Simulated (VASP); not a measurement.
# AlN (F-43m) in VASP: a series of runs, part 2 of 3

VASP 6.6.1. The steps go on from the part before.

## 3. Single point, PBE

File INCAR:

```
SYSTEM = AlN
  PREC = Accurate
  ENCUT = 600
  EDIFF = 1E-6
  ISMEAR = 0
  SIGMA = 0.01
  LREAL = .FALSE.
  LASPH = .TRUE.
  NELM = 120
  ALGO = Normal
  ISIF = 2
  LWAVE = .FALSE.
  LCHARG = .TRUE.
  GGA = PE
  LELF = .TRUE.
  LVHAR = .TRUE.
  NBANDS = 11
  GGA_COMPAT = .FALSE.
```

File KPOINTS:

```
Automatic mesh
0
G
  6 6 6
  0 0 0
```

File POSCAR:

```
AlN
1.0
    0.0000000000      2.1839935600      2.1839935600
    2.1839935600      0.0000000000      2.1839935600
    2.1839935600      2.1839935600      0.0000000000
Al N
1 1
Direct
    0.0000000000      0.0000000000      0.0000000000
    0.2500000000      0.2500000000      0.2500000000
```

Potentials or basis: VASP PAW PBE potentials, release 64 (Al, N).

Started as:

```sh
cat potpaw_PBE.64/Al/POTCAR potpaw_PBE.64/N/POTCAR > POTCAR
mpirun -np 1 vasp_std > vasp.out
```

OUTCAR:

```text
SYSTEM = AlN
   PREC = Accurate
   ENCUT = 600
   EDIFF = 1E-6
   ISMEAR = 0
   LREAL = .FALSE.
   LASPH = .TRUE.
   NELM = 120
   ISIF = 2
   GGA = PE

 ion  position               nearest neighbor table
   1  0.000  0.000  0.000-   2 1.89   2 1.89   2 1.89   2 1.89
   2  0.250  0.250  0.250-   1 1.89   1 1.89   1 1.89   1 1.89

  LATTYP: Found a face centered cubic cell.
 ALAT       =     4.3679871200

  Lattice vectors:

 A1 = (   0.0000000000,   2.1839935600,   2.1839935600)
 A2 = (   2.1839935600,   0.0000000000,   2.1839935600)
 A3 = (   2.1839935600,   2.1839935600,   0.0000000000)

Analysis of symmetry for initial positions (statically):
=====================================================================
 Subroutine PRICEL returns:
 Original cell was already a primitive cell.

 Routine SETGRP: Setting up the symmetry group for a
 face centered cubic supercell.

 Subroutine GETGRP returns: Found 24 space group operations
 (whereof 24 operations were pure point group operations)
 out of a pool of 48 trial point group operations.

The static configuration has the point symmetry T_d .

Analysis of symmetry for dynamics (positions and initial velocities):
=====================================================================
 Subroutine PRICEL returns:
 Original cell was already a primitive cell.

 Routine SETGRP: Setting up the symmetry group for a
 face centered cubic supercell.

 Subroutine GETGRP returns: Found 24 space group operations
 (whereof 24 operations were pure point group operations)
 out of a pool of 48 trial point group operations.

The dynamic configuration has the point symmetry T_d .

 Subroutine INISYM returns: Found 24 space group operations
 (whereof 24 operations are pure point group operations),
 and found     1 'primitive' translations

----------------------------------------------------------------------------------------

                                     Primitive cell

  volume of cell :      20.8345

  direct lattice vectors                    reciprocal lattice vectors
     0.000000000  2.183993560  2.183993560    -0.228938404  0.228938404  0.228938404
     2.183993560  0.000000000  2.183993560     0.228938404 -0.228938404  0.228938404
     2.183993560  2.183993560  0.000000000     0.228938404  0.228938404 -0.228938404

  length of vectors
     3.088633313  3.088633313  3.088633313     0.396532948  0.396532948  0.396532948

  position of ions in fractional coordinates (direct lattice)
     0.000000000  0.000000000  0.000000000
     0.250000000  0.250000000  0.250000000

  ion indices of the primitive-cell ions
   primitive index   ion index
                 1           1
                 2           2

----------------------------------------------------------------------------------------

 KPOINTS: Automatic mesh

Automatic generation of k-mesh.
 Grid dimensions read from file:
 generate k-points for:    6    6    6

 Generating k-lattice:

  Cartesian coordinates                     Fractional coordinates (reciprocal lattice)
    -0.038156401  0.038156401  0.038156401     0.166666667  0.000000000  0.000000000
     0.038156401 -0.038156401  0.038156401     0.000000000  0.166666667  0.000000000
     0.038156401  0.038156401 -0.038156401     0.000000000  0.000000000  0.166666667

  Length of vectors
     0.066088825  0.066088825  0.066088825

  Shift w.r.t. Gamma in fractional coordinates (k-lattice)
     0.000000000  0.000000000  0.000000000

 Subroutine IBZKPT returns following result:
 ===========================================

 Found     16 irreducible k-points:

 Following reciprocal coordinates:
            Coordinates               Weight
  0.000000  0.000000  0.000000      1.000000
  0.166667  0.000000  0.000000      8.000000
  0.333333  0.000000  0.000000      8.000000
  0.500000  0.000000  0.000000      4.000000
  0.166667  0.166667  0.000000      6.000000
  0.333333  0.166667  0.000000     24.000000
[... 8 lines left out ...]
 -0.333333  0.333333  0.166667     24.000000
 -0.333333  0.500000  0.166667     12.000000
   k-points           NKPTS =     16   k-points in BZ     NKDIM =     16   number of bands    NBANDS=     11
   number of dos      NEDOS =    301   number of ions     NIONS =      2
   total plane-waves  NPLWV =  21952
   dimension x,y,z NGX =    28 NGY =   28 NGZ =   28
   dimension x,y,z NGXF=    56 NGYF=   56 NGZF=   56
   ions per type =               1   1
   NGX,Y,Z   is equivalent  to a cutoff of  15.07, 15.07, 15.07 a.u.
   NGXF,Y,Z  is equivalent  to a cutoff of  30.14, 30.14, 30.14 a.u.
 SYSTEM =  AlN
   PREC   = accura    normal or accurate (medium, high low for compatibility)
   ISTART =      0    job   : 0-new  1-cont  2-samecut
   ICHARG =      2    charge: 1-file 2-atom 10-const
   ISPIN  =      1    spin polarized calculation?
   LNONCOLLINEAR =      F non collinear calculations
   LSORBIT =      F    spin-orbit coupling
   LASPH  =      T    aspherical Exc in radial PAW
   ENCUT  =  600.0 eV  44.10 Ry    6.64 a.u.   6.17  6.17  6.17*2*pi/ulx,y,z
   NELM   =    120;   NELMIN=  2; NELMDL= -5     # of ELM steps
   EDIFF  = 0.1E-05   stopping-criterion for ELM
   LREAL  =      F    real-space projection
   EDIFFG = 0.1E-04   stopping-criterion for IOM
   NSW    =      0    number of steps for IOM
   IBRION =     -1    ionic relax: 0-MD 1-quasi-New 2-CG
   NFREE  =      0    steps in history (QN), initial steepest desc. (CG)
   ISIF   =      2    stress and relaxation
   ISYM   =      2    0-nonsym 1-usesym 2-fastsym
   POTIM  = 0.5000    time-step for ionic-motion
   TEBEG  =    0.0;   TEEND  =   0.0 temperature during run
   PSTRESS=    0.0 pullay stress
   NELECT =       8.0000    total number of electrons
   NUPDOWN=      -1.0000    fix difference up-down
   EMIN   =  10.00;   EMAX   =-10.00  energy-range for DOS
   EFERMI =   0.00;   METHOD = LEGACY
   ISMEAR =     0;   SIGMA  =   0.01  broadening in eV -4-tet -1-fermi 0-gaus
   EFERMI_NEDOS =   21; number of points for ismear=-14 and -15
   IALGO  =     38    algorithm
   IMIX   =      4    mixing-type and parameters
     AMIX     =   0.40;   BMIX     =  1.00
     AMIX_MAG =   1.60;   BMIX_MAG =  1.00
  volume/ion in A,a.u.               =      10.42        70.30
  Fermi-wavevector in a.u.,A,eV,Ry     =   1.189899  2.248583 19.263943  1.415860
  Thomas-Fermi vector in A             =   2.325996
   LORBIT       =      0    0 simple, 1 ext, 2 COOP (PROOUT), +10 PAW based schemes
   GGA     = PE    functional components
   LHFCALC =     F    Hartree Fock is set to
   AEXX    =    0.0000 exact exchange contribution
   IVDW    =     0    specifies the selected vdW correction
   LEPSILON=     F    determine dielectric tensor
   LRPA    =     F    only Hartree local field effects (RPA)
 non-spin polarized calculation
 Gauss-broadening in eV      SIGMA  =   0.01
  energy-cutoff  :      600.00
  volume of cell :       20.83
 maximum number of plane-waves:       725
 NGX is ok and might be reduce to    28
   NGX = 13   NGY = 13   NGZ = 13

 number of electron       7.9999999 magnetization

 Free energy of the ion-electron system (eV)
  ---------------------------------------------------
  ext. energy  EPLUGINS =         0.00000000
  ---------------------------------------------------
  free energy    TOTEN  =       -14.84009790 eV

  energy without entropy =      -14.84009790  energy(sigma->0) =      -14.84009790

 E-fermi :   6.0189     XC(G=0): -10.9333

 val. band max:        5.9720774560   @ k =   0.0000   0.0000   0.0000
 cond. band min:       9.2881832661   @ k =   0.5000   0.5000   0.0000
 fundamental gap:      3.3161058100
 Fermi energy:         6.0189174429

 k-point     1 :       0.0000    0.0000    0.0000
  band No.  band energies     occupation
      1      -9.0099      2.00000
      2       5.9721      2.00000
      3       5.9721      2.00000
      4       5.9721      2.00000
      5      10.1673      0.00000
      6      18.5306      0.00000
      7      18.5306      0.00000
      8      18.5306      0.00000
      9      23.6589      0.00000
     10      23.6589      0.00000
     11      25.0607      0.00000
[... 197 lines left out ...]
 k-point    16 :      -0.3333    0.5000    0.1667
  band No.  band energies     occupation
      1      -6.2839      2.00000
      2       1.6586      2.00000
      3       3.1927      2.00000
      4       3.4706      2.00000
      5      11.2192      0.00000
      6      16.2858      0.00000
      7      18.9567      0.00000
      8      18.9956      0.00000
      9      22.5454      0.00000
     10      26.1876      0.00000
     11      30.5483      0.00000

------------------------ aborting loop because EDIFF is reached ----------------------------------------

  FORCE on cell =-STRESS in cart. coord.  units (eV):
  Direction    XX          YY          ZZ          XY          YZ          ZX
  --------------------------------------------------------------------------------------
  -------------------------------------------------------------------------------------
  Total        0.5794366      0.5794366      0.5794366      0.0000000      0.0000000      0.0000000
  in kB       44.5586969     44.5586969     44.5586969      0.0000000      0.0000000      0.0000000
  external PRESSURE =      44.5586969 kB  Pullay stress =       0.0000000 kB

 VOLUME and BASIS-vectors are now :
 -----------------------------------------------------------------------------
  energy-cutoff  :      600.00
  volume of cell :       20.83
      direct lattice vectors                 reciprocal lattice vectors
     0.000000000  2.183993560  2.183993560    -0.228938404  0.228938404  0.228938404
     2.183993560  0.000000000  2.183993560     0.228938404 -0.228938404  0.228938404
     2.183993560  2.183993560  0.000000000     0.228938404  0.228938404 -0.228938404

 POSITION                                       TOTAL-FORCE (eV/Angst)
 -----------------------------------------------------------------------------------
      0.00000      0.00000      0.00000         0.000000      0.000000      0.000000
      1.09200      1.09200      1.09200        -0.000000     -0.000000     -0.000000
 -----------------------------------------------------------------------------------
    total drift:                                0.000000      0.000000      0.000000

  FREE ENERGIE OF THE ION-ELECTRON SYSTEM (eV)
  ---------------------------------------------------
  free  energy   TOTEN  =       -14.8400978970 eV

  energy  without entropy=      -14.8400978970  energy(sigma->0) =      -14.84009790
```

OSZICAR:

```text
N       E                     dE             d eps       ncg     rms          rms(c)
DAV:   1     0.160460031776E+02    0.16046E+02   -0.42843E+03   352   0.698E+02
DAV:   2    -0.160150751755E+02   -0.32061E+02   -0.30550E+02   422   0.158E+02
DAV:   3    -0.172165540482E+02   -0.12015E+01   -0.11998E+01   455   0.294E+01
DAV:   4    -0.172224728772E+02   -0.59188E-02   -0.59185E-02   400   0.217E+00
DAV:   5    -0.172225426574E+02   -0.69780E-04   -0.69779E-04   433   0.227E-01    0.862E+00
DAV:   6    -0.148501252963E+02    0.23724E+01   -0.11839E+01   438   0.181E+01    0.281E+00
DAV:   7    -0.148465008947E+02    0.36244E-02   -0.17364E-01   406   0.321E+00    0.204E+00
DAV:   8    -0.148414931321E+02    0.50078E-02   -0.28578E-02   379   0.170E+00    0.581E-01
DAV:   9    -0.148400487155E+02    0.14444E-02   -0.39522E-03   421   0.400E-01    0.233E-01
DAV:  10    -0.148400881053E+02   -0.39390E-04   -0.50168E-04   385   0.146E-01    0.202E-02
DAV:  11    -0.148400979348E+02   -0.98295E-05   -0.17899E-05   412   0.300E-02    0.159E-02
DAV:  12    -0.148400978970E+02    0.37816E-07   -0.53733E-07   257   0.598E-03
   1 F= -.14840098E+02 E0= -.14840098E+02  d E =-.232069E-13
```

stdout:

```text
POSCAR found type information on POSCAR AlN
 POSCAR found :  2 types and       2 ions
 scaLAPACK will be used
 LDA part: xc-table for (Slater+PW92), standard interpolation
 POSCAR, INCAR and KPOINTS ok, starting setup
 FFT: planning ... GRIDC
 FFT: planning ... GRID_SOFT
 FFT: planning ... GRID
 WAVECAR not read
 entering main loop
```

It took 13 s on 1 thread of Intel Xeon 8259CL, shared host; peak memory 0.15 GiB.

What came out:

```
Free energy            : -14.8401 eV
Pressure               : 4.5 GPa
Band gap on the k mesh : 3.32 eV (least direct gap 4.20 eV)
```

Caveat: the cell stands under pressure. A k mesh can miss the band edges.

## 4. Single point, PBE

File INCAR:

```
PREC     = Accurate       # precision mode
ENCUT    = 600            # plane-wave cutoff, eV
EDIFF    = 1E-6           # SCF threshold, eV
ISMEAR   = 0              # smearing method
SIGMA    = 0.01           # smearing width, eV
LREAL    = False          # projectors in reciprocal space
LASPH    = True           # aspherical terms in the spheres
NELM     = 120            # most SCF steps
ALGO     = Normal         # electronic algorithm
ISIF     = 2              # what is computed and relaxed
LWAVE    = False          # write WAVECAR
LCHARG   = True           # write CHGCAR
GGA      = PE             # functional
LELF     = True           # ELF
LVHAR    = True         
NBANDS   = 11             # bands
GGA_COMPAT= False
```

File KPOINTS:

```
regular mesh
0
Gamma
  8 8 8
```

POSCAR is that of step 3.

Potentials or basis: VASP PAW PBE potentials, release 64 (Al, N).

Started as:

```sh
cat potpaw_PBE.64/Al/POTCAR potpaw_PBE.64/N/POTCAR > POTCAR
mpirun -np 1 vasp_std > vasp.out
```

OUTCAR:

```text
PREC = Accurate
   ENCUT = 600
   EDIFF = 1E-6
   ISMEAR = 0
   LREAL = False
   LASPH = True
   NELM = 120
   ISIF = 2
   GGA = PE

 ion  position               nearest neighbor table
   1  0.000  0.000  0.000-   2 1.89   2 1.89   2 1.89   2 1.89
   2  0.250  0.250  0.250-   1 1.89   1 1.89   1 1.89   1 1.89

  LATTYP: Found a face centered cubic cell.
 ALAT       =     4.3679871200

  Lattice vectors:

 A1 = (   0.0000000000,   2.1839935600,   2.1839935600)
 A2 = (   2.1839935600,   0.0000000000,   2.1839935600)
 A3 = (   2.1839935600,   2.1839935600,   0.0000000000)

Analysis of symmetry for initial positions (statically):
=====================================================================
 Subroutine PRICEL returns:
 Original cell was already a primitive cell.

 Routine SETGRP: Setting up the symmetry group for a
 face centered cubic supercell.

 Subroutine GETGRP returns: Found 24 space group operations
 (whereof 24 operations were pure point group operations)
 out of a pool of 48 trial point group operations.

The static configuration has the point symmetry T_d .
[... 171 lines left out ...]
      1      -9.0115      2.00000
      2       5.9699      2.00000
      3       5.9699      2.00000
      4       5.9699      2.00000
      5      10.1660      0.00000
      6      18.5302      0.00000
      7      18.5302      0.00000
      8      18.5302      0.00000
      9      23.6585      0.00000
     10      23.6585      0.00000
     11      25.0603      0.00000
[... 309 lines left out ...]
 k-point    24 :      -0.3750    0.2500    0.1250
  band No.  band energies     occupation
      1      -6.6435      2.00000
      2       0.8299      2.00000
      3       3.7473      2.00000
      4       4.8536      2.00000
      5      13.0720      0.00000
      6      15.2249      0.00000
      7      18.1416      0.00000
      8      18.6560      0.00000
      9      23.1492      0.00000
     10      24.7435      0.00000
     11      28.0121      0.00000

 [... further k-points ...]

------------------------ aborting loop because EDIFF is reached ----------------------------------------

  FORCE on cell =-STRESS in cart. coord.  units (eV):
  Direction    XX          YY          ZZ          XY          YZ          ZX
  --------------------------------------------------------------------------------------
  -------------------------------------------------------------------------------------
  Total        0.5799050      0.5799050      0.5799050      0.0000000      0.0000000      0.0000000
  in kB       44.5947130     44.5947130     44.5947130      0.0000000      0.0000000      0.0000000
  external PRESSURE =      44.5947130 kB  Pullay stress =       0.0000000 kB

 VOLUME and BASIS-vectors are now :
 -----------------------------------------------------------------------------
  energy-cutoff  :      600.00
  volume of cell :       20.83
      direct lattice vectors                 reciprocal lattice vectors
     0.000000000  2.183993560  2.183993560    -0.228938404  0.228938404  0.228938404
     2.183993560  0.000000000  2.183993560     0.228938404 -0.228938404  0.228938404
     2.183993560  2.183993560  0.000000000     0.228938404  0.228938404 -0.228938404

 POSITION                                       TOTAL-FORCE (eV/Angst)
 -----------------------------------------------------------------------------------
      0.00000      0.00000      0.00000        -0.000000     -0.000000     -0.000000
      1.09200      1.09200      1.09200         0.000000      0.000000      0.000000
 -----------------------------------------------------------------------------------
    total drift:                                0.000000      0.000000      0.000000

  FREE ENERGIE OF THE ION-ELECTRON SYSTEM (eV)
  ---------------------------------------------------
  free  energy   TOTEN  =       -14.8418393250 eV

  energy  without entropy=      -14.8418393250  energy(sigma->0) =      -14.84183932
```

It took 20 s on 1 thread of Intel Xeon 8259CL, shared host; peak memory 0.15 GiB.

What came out:

```
Free energy            : -14.8418 eV
Pressure               : 4.5 GPa
Band gap on the k mesh : 3.32 eV (least direct gap 4.20 eV)
```

Caveat: the cell stands under pressure. A k mesh can miss the band edges.

(Continued in part 3 of 3.)
